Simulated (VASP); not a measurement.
# Mo (Pm-3m) in VASP: notebook

Runs on Mo. Level: r2SCAN. Tasks: single point, relaxation of cell and atoms.

Program: VASP 6.6.1. These are calculated values, not measurements. Logs are shortened: lines on timing, memory, paths and dates and some standing lists are left out, and cuts for length are marked.

## (1) The cell of the first run

The structure is cubic, space group Pm-3m (No. 221). Conventional cell: a = 2.592 Å, b = 2.592 Å, c = 2.592 Å, α = 90.00°, β = 90.00°, γ = 90.00°. Mo (site symmetry m-3m) has 6 Mo at 2.59 Å within 3.4 Å.

## (2) Single point, r2SCAN

POSCAR

```
Mo
1.0
    2.5919480104      0.0000000000      0.0000000000
    0.0000000000      2.5919480104      0.0000000000
    0.0000000000      0.0000000000      2.5919480104
Mo
1
Direct
    0.0000000000      0.0000000000      0.0000000000
```

INCAR.step1

```
ALGO = Normal
EDIFF = 1E-5
ENCUT = 550
GGA = PE
GGA_COMPAT = F
ISMEAR = -1
LASPH = T
LCHARG = F
LREAL = F
LWAVE = T
NBANDS = 13
NELM = 120
PREC = Accurate
SIGMA = 0.1
```

INCAR.step2

```
ALGO = Normal
EDIFF = 1E-6
ENCUT = 550
GGA_COMPAT = F
ISIF = 2
ISMEAR = -1
ISTART = 1
LASPH = T
LCHARG = F
LMIXTAU = T
LREAL = F
LWAVE = F
METAGGA = R2SCAN
NBANDS = 13
NELM = 120
PREC = Accurate
SIGMA = 0.1
```

KPOINTS

```
k-points
0
Gamma
  20 20 20
```

Potentials or basis: VASP PAW PBE potentials, release 64 (Mo_sv).

Command:

```console
> cat potpaw_PBE.64/Mo_sv/POTCAR > POTCAR
> cp INCAR.step1 INCAR
> mpirun -np 1 vasp_std > vasp.out
> cp INCAR.step2 INCAR
> mpirun -np 1 vasp_std > vasp.out
```

OUTCAR:

```text
EDIFF = 1E-6
   ENCUT = 550
   ISIF = 2
   ISMEAR = -1
   ISTART = 1
   LASPH = T
   LREAL = F
   METAGGA = R2SCAN
   NELM = 120
   PREC = Accurate

 ion  position               nearest neighbor table
   1  0.000  0.000  0.000-

  LATTYP: Found a simple cubic cell.
 ALAT       =     2.5919480104

  Lattice vectors:

 A1 = (   2.5919480104,   0.0000000000,   0.0000000000)
 A2 = (   0.0000000000,   2.5919480104,   0.0000000000)
 A3 = (   0.0000000000,   0.0000000000,   2.5919480104)

Analysis of symmetry for initial positions (statically):
=====================================================================
 Subroutine PRICEL returns:
 Original cell was already a primitive cell.

 Routine SETGRP: Setting up the symmetry group for a
 simple cubic supercell.

 Subroutine GETGRP returns: Found 48 space group operations
 (whereof 48 operations were pure point group operations)
 out of a pool of 48 trial point group operations.

The static configuration has the point symmetry O_h .

Analysis of symmetry for dynamics (positions and initial velocities):
=====================================================================
 Subroutine PRICEL returns:
 Original cell was already a primitive cell.

 Routine SETGRP: Setting up the symmetry group for a
 simple cubic supercell.

 Subroutine GETGRP returns: Found 48 space group operations
 (whereof 48 operations were pure point group operations)
 out of a pool of 48 trial point group operations.

The dynamic configuration has the point symmetry O_h .

 Subroutine INISYM returns: Found 48 space group operations
 (whereof 48 operations are pure point group operations),
 and found     1 'primitive' translations

----------------------------------------------------------------------------------------

                                     Primitive cell

  volume of cell :      17.4132

  direct lattice vectors                    reciprocal lattice vectors
     2.591948010  0.000000000  0.000000000     0.385810208  0.000000000  0.000000000
     0.000000000  2.591948010  0.000000000     0.000000000  0.385810208  0.000000000
     0.000000000  0.000000000  2.591948010     0.000000000  0.000000000  0.385810208

  length of vectors
     2.591948010  2.591948010  2.591948010     0.385810208  0.385810208  0.385810208

  position of ions in fractional coordinates (direct lattice)
     0.000000000  0.000000000  0.000000000

  ion indices of the primitive-cell ions
   primitive index   ion index
                 1           1

----------------------------------------------------------------------------------------

 KPOINTS: k-points

Automatic generation of k-mesh.
 Grid dimensions read from file:
 generate k-points for:   20   20   20

 Generating k-lattice:

  Cartesian coordinates                     Fractional coordinates (reciprocal lattice)
     0.019290510  0.000000000  0.000000000     0.050000000  0.000000000  0.000000000
     0.000000000  0.019290510  0.000000000     0.000000000  0.050000000  0.000000000
     0.000000000  0.000000000  0.019290510     0.000000000  0.000000000  0.050000000

  Length of vectors
     0.019290510  0.019290510  0.019290510

  Shift w.r.t. Gamma in fractional coordinates (k-lattice)
     0.000000000  0.000000000  0.000000000

 Subroutine IBZKPT returns following result:
 ===========================================

 Found    286 irreducible k-points:

 Following reciprocal coordinates:
            Coordinates               Weight
  0.000000  0.000000  0.000000      1.000000
  0.050000  0.000000  0.000000      6.000000
  0.100000  0.000000  0.000000      6.000000
  0.150000  0.000000  0.000000      6.000000
  0.200000  0.000000  0.000000      6.000000
  0.250000  0.000000  0.000000      6.000000
[... 16 lines left out ...]
  0.150000  0.100000  0.000000     24.000000
  0.200000  0.100000  0.000000     24.000000
 [... further k-points ...]
   k-points           NKPTS =    286   k-points in BZ     NKDIM =    286   number of bands    NBANDS=     13
   number of dos      NEDOS =    301   number of ions     NIONS =      1
   total plane-waves  NPLWV =   8000
   dimension x,y,z NGX =    20 NGY =   20 NGZ =   20
   dimension x,y,z NGXF=    40 NGYF=   40 NGZF=   40
   ions per type =               1
   NGX,Y,Z   is equivalent  to a cutoff of  12.83, 12.83, 12.83 a.u.
   NGXF,Y,Z  is equivalent  to a cutoff of  25.66, 25.66, 25.66 a.u.
 SYSTEM =  unknown system
   PREC   = accura    normal or accurate (medium, high low for compatibility)
   ISTART =      1    job   : 0-new  1-cont  2-samecut
   ICHARG =      0    charge: 1-file 2-atom 10-const
   ISPIN  =      1    spin polarized calculation?
   LNONCOLLINEAR =      F non collinear calculations
   LSORBIT =      F    spin-orbit coupling
   LASPH  =      T    aspherical Exc in radial PAW
   ENCUT  =  550.0 eV  40.42 Ry    6.36 a.u.   4.96  4.96  4.96*2*pi/ulx,y,z
   NELM   =    120;   NELMIN=  2; NELMDL=  0     # of ELM steps
   EDIFF  = 0.1E-05   stopping-criterion for ELM
   LREAL  =      F    real-space projection
   EDIFFG = 0.1E-04   stopping-criterion for IOM
   NSW    =      0    number of steps for IOM
   IBRION =     -1    ionic relax: 0-MD 1-quasi-New 2-CG
   NFREE  =      0    steps in history (QN), initial steepest desc. (CG)
   ISIF   =      2    stress and relaxation
   ISYM   =      2    0-nonsym 1-usesym 2-fastsym
   POTIM  = 0.5000    time-step for ionic-motion
   TEBEG  =    0.0;   TEEND  =   0.0 temperature during run
   PSTRESS=    0.0 pullay stress
   NELECT =      14.0000    total number of electrons
   NUPDOWN=      -1.0000    fix difference up-down
   EMIN   =  10.00;   EMAX   =-10.00  energy-range for DOS
   EFERMI =   0.00;   METHOD = LEGACY
   ISMEAR =    -1;   SIGMA  =   0.10  broadening in eV -4-tet -1-fermi 0-gaus
   EFERMI_NEDOS =   21; number of points for ismear=-14 and -15
   IALGO  =     38    algorithm
   IMIX   =      4    mixing-type and parameters
     AMIX     =   0.40;   BMIX     =  1.00
     AMIX_MAG =   1.60;   BMIX_MAG =  1.00
  volume/ion in A,a.u.               =      17.41       117.51
  Fermi-wavevector in a.u.,A,eV,Ry     =   1.522268  2.876670 31.528794  2.317301
  Thomas-Fermi vector in A             =   2.630871
   LORBIT       =      0    0 simple, 1 ext, 2 COOP (PROOUT), +10 PAW based schemes
   METAGGA = R2SCAN    functional components
   LHFCALC =     F    Hartree Fock is set to
   AEXX    =    0.0000 exact exchange contribution
   IVDW    =     0    specifies the selected vdW correction
   LEPSILON=     F    determine dielectric tensor
   LRPA    =     F    only Hartree local field effects (RPA)
 non-spin polarized calculation
  energy-cutoff  :      550.00
  volume of cell :       17.41
 maximum number of plane-waves:       536
 NGX is ok and might be reduce to    20
   NGX =  9   NGY =  9   NGZ =  9

 number of electron      13.9999993 magnetization

 Free energy of the ion-electron system (eV)
  ---------------------------------------------------
  ext. energy  EPLUGINS =         0.00000000
  ---------------------------------------------------
  free energy    TOTEN  =       -24.88421112 eV

  energy without entropy =      -24.85295055  energy(sigma->0) =      -24.86858083

 E-fermi :  10.7931     XC(G=0): -13.7464

 val. band max:       10.7813354465   @ k =   0.5000   0.1500   0.1000
 cond. band min:      10.7965086639   @ k =   0.5000   0.2500   0.2500
 fundamental gap:      0.0151732174
 Fermi energy:        10.7930938797

 k-point     1 :       0.0000    0.0000    0.0000
  band No.  band energies     occupation
      1     -52.2389      2.00000
      2     -24.7028      2.00000
      3     -24.7028      2.00000
      4     -24.7028      2.00000
      5       3.9417      2.00000
      6       6.2694      2.00000
      7       6.2694      2.00000
      8      14.9692      0.00000
      9      14.9692      0.00000
     10      14.9692      0.00000
     11      27.3502      0.00000
     12      27.3502      0.00000
     13      27.3502      0.00000

 k-point     2 :       0.0500    0.0000    0.0000
  band No.  band energies     occupation
      1     -52.2335      2.00000
      2     -24.7461      2.00000
      3     -24.6992      2.00000
      4     -24.6992      2.00000
      5       4.0241      2.00000
      6       6.2902      2.00000
      7       6.3613      2.00000
      8      14.8558      0.00000
      9      14.8558      0.00000
     10      14.9771      0.00000
     11      26.8884      0.00000
     12      27.5153      0.00000
     13      27.5153      0.00000

 k-point     3 :       0.1000    0.0000    0.0000
  band No.  band energies     occupation
      1     -52.2178      2.00000
      2     -24.8707      2.00000
      3     -24.6888      2.00000
      4     -24.6887      2.00000
      5       4.2564      2.00000
      6       6.3512      2.00000
      7       6.6403      2.00000
      8      14.5415      0.00000
      9      14.5415      0.00000
     10      15.0001      0.00000
     11      25.7988      0.00000
     12      27.9809      0.00000
     13      27.9809      0.00000
[... 305 lines left out ...]
 k-point    23 :       0.1500    0.1000    0.0000
  band No.  band energies     occupation
      1     -52.1723      2.00000
      2     -25.0461      2.00000
      3     -24.8377      2.00000
      4     -24.6585      2.00000
      5       4.9132      2.00000
      6       6.7262      2.00000
      7       7.2659      2.00000
      8      13.6215      0.00000
      9      14.1103      0.00000
     10      14.6458      0.00000
     11      25.0361      0.00000
     12      26.9348      0.00000
     13      29.3214      0.00000

 k-point    24 :       0.2000    0.1000    0.0000
  band No.  band energies     occupation
      1     -52.1412      2.00000
      2     -25.2799      2.00000
      3     -24.8159      2.00000
      4     -24.6380      2.00000
      5       5.3154      2.00000
      6       6.8669      2.00000
      7       7.8786      2.00000
      8      13.1078      0.00000
      9      13.6059      0.00000
     10      14.6916      0.00000
     11      23.7386      0.00000
     12      27.5522      0.00000
     13      30.1693      0.00000

 [... further k-points ...]
[... 5 lines left out ...]
  --------------------------------------------------------------------------------------
  -------------------------------------------------------------------------------------
  Total        0.0744658      0.0744658      0.0744658     -0.0000000     -0.0000000     -0.0000000
  in kB        6.8515456      6.8515456      6.8515456     -0.0000000     -0.0000000     -0.0000000
  external PRESSURE =       6.8515456 kB  Pullay stress =       0.0000000 kB

 VOLUME and BASIS-vectors are now :
 -----------------------------------------------------------------------------
  energy-cutoff  :      550.00
  volume of cell :       17.41
      direct lattice vectors                 reciprocal lattice vectors
     2.591948010  0.000000000  0.000000000     0.385810208  0.000000000  0.000000000
     0.000000000  2.591948010  0.000000000     0.000000000  0.385810208  0.000000000
     0.000000000  0.000000000  2.591948010     0.000000000  0.000000000  0.385810208

 POSITION                                       TOTAL-FORCE (eV/Angst)
 -----------------------------------------------------------------------------------
      0.00000      0.00000      0.00000         0.000000      0.000000      0.000000
 -----------------------------------------------------------------------------------
    total drift:                               -0.000000      0.000000      0.000000

  FREE ENERGIE OF THE ION-ELECTRON SYSTEM (eV)
  ---------------------------------------------------
  free  energy   TOTEN  =       -24.8842111205 eV

  energy  without entropy=      -24.8529505491  energy(sigma->0) =      -24.86858083
```

Wall time 79 s (1 thread of Intel Xeon 6975P-C (Granite Rapids), shared host); peak memory 0.18 GiB.

Results:

```
Free energy            : -24.8842 eV
Pressure               : 0.7 GPa
Band gap on the k mesh : zero (band 7 reaches 12.44 eV, above the bottom of band 8 at 9.66 eV)
```

Caveat: the PAW data sets were made with another functional, which shifts forces and pressure a little.

## (3) Relaxation of cell and atoms, r2SCAN

This run uses another cell than the first one, of 16.83 Å³/atom, 0.967 times its volume.

POSCAR

```
Mo
1.0
    2.5629259694      0.0000000000      0.0000000000
    0.0000000000      2.5629259694      0.0000000000
    0.0000000000      0.0000000000      2.5629259694
Mo
1
Direct
    0.0000000000      0.0000000000      0.0000000000
```

INCAR.step1

```
  ALGO = Normal
  EDIFF = 1E-5
  EDIFFG = -0.005
  ENCUT = 550
  GGA = PE
  GGA_COMPAT = False
  IBRION = 2
  ISIF = 3
  ISMEAR = -1
  LASPH = True
  LCHARG = False
  LREAL = False
  LWAVE = True
  NELM = 120
  NELMIN = 4
  NSW = 100
  PREC = Accurate
  SIGMA = 0.1
```

INCAR.step2

```
  ALGO = Normal
  EDIFF = 1E-7
  EDIFFG = -0.01
  ENCUT = 550
  GGA_COMPAT = False
  IBRION = 2
  ISIF = 3
  ISMEAR = -1
  ISTART = 1
  LASPH = True
  LCHARG = False
  LMIXTAU = True
  LREAL = False
  LWAVE = False
  METAGGA = R2SCAN
  NELM = 120
  NELMIN = 4
  NSW = 80
  PREC = Accurate
  SIGMA = 0.1
```

KPOINTS

```
k-points
0
Gamma
  12 12 12
```

Potentials or basis: VASP PAW PBE potentials, release 64 (Mo_sv).

Command:

```console
> cat potpaw_PBE.64/Mo_sv/POTCAR > POTCAR
> cp INCAR.step1 INCAR
> mpirun -np 1 vasp_std > vasp.out
> cp INCAR.step2 INCAR
> mpirun -np 1 vasp_std > vasp.out
```

Run time: 2 min. Hardware: 1 thread of Intel Xeon 6975P-C (Granite Rapids), shared host; peak memory 0.14 GiB.

It converged, with:

* Free energy: -24.8887 eV
* Relaxed volume: 17.50 Å³/atom
* Relaxed cell: a = 2.596 Å, b = 2.596 Å, c = 2.596 Å, α = 90.00°, β = 90.00°, γ = 90.00°
* Space group after relaxing (to 0.05 Å): Pm-3m (No. 221)
* Energy gained by relaxing: 16.9 meV/atom
* Ionic steps: 4
* Pressure after relaxing: 0.0 GPa
* Band gap on the k mesh: zero (band 7 reaches 12.28 eV, above the bottom of band 8 at 9.99 eV)

The path:
```csv
step,energy change (eV),largest force (eV/Å),pressure (GPa),volume (Å³)
1,0.0000,0.0000,8.41,16.83
2,0.0605,0.0000,-14.54,19.08
3,-0.0169,0.0000,-0.23,17.52
4,-0.0169,0.0000,-0.01,17.50
```

Final structure:
```
CELL_PARAMETERS angstrom
2.59628 0.00000 0.00000
0.00000 2.59628 0.00000
0.00000 0.00000 2.59628
ATOMIC_POSITIONS crystal
Mo 0.00000 0.00000 0.00000
```

Levels at points of the mesh, in eV from the Fermi level:
| k point | band 3 | band 4 | band 5 | band 6 | band 7 | band 8 | band 9 | band 10 | band 11 |
| --- | --- | --- | --- | --- | --- | --- | --- | --- | --- |
| (0.00, 0.00, 0.00) | -35.48 | -35.48 | -6.80 | -4.46 | -4.46 | 4.18 | 4.18 | 4.18 | 16.55 |
| (0.50, 0.00, 0.00) | -35.33 | -35.33 | -3.64 | -3.52 | 0.07 | 0.85 | 0.85 | 4.51 | 9.65 |
| (0.50, 0.50, 0.00) | -36.85 | -35.19 | -5.49 | -2.40 | 1.52 | 1.52 | 6.11 | 6.11 | 6.31 |
| (0.50, 0.50, 0.50) | -36.64 | -36.64 | -3.80 | -3.80 | -3.80 | 6.53 | 6.53 | 8.19 | 13.54 |

Caveat: the PAW data sets were made with another functional, which shifts forces and pressure a little.
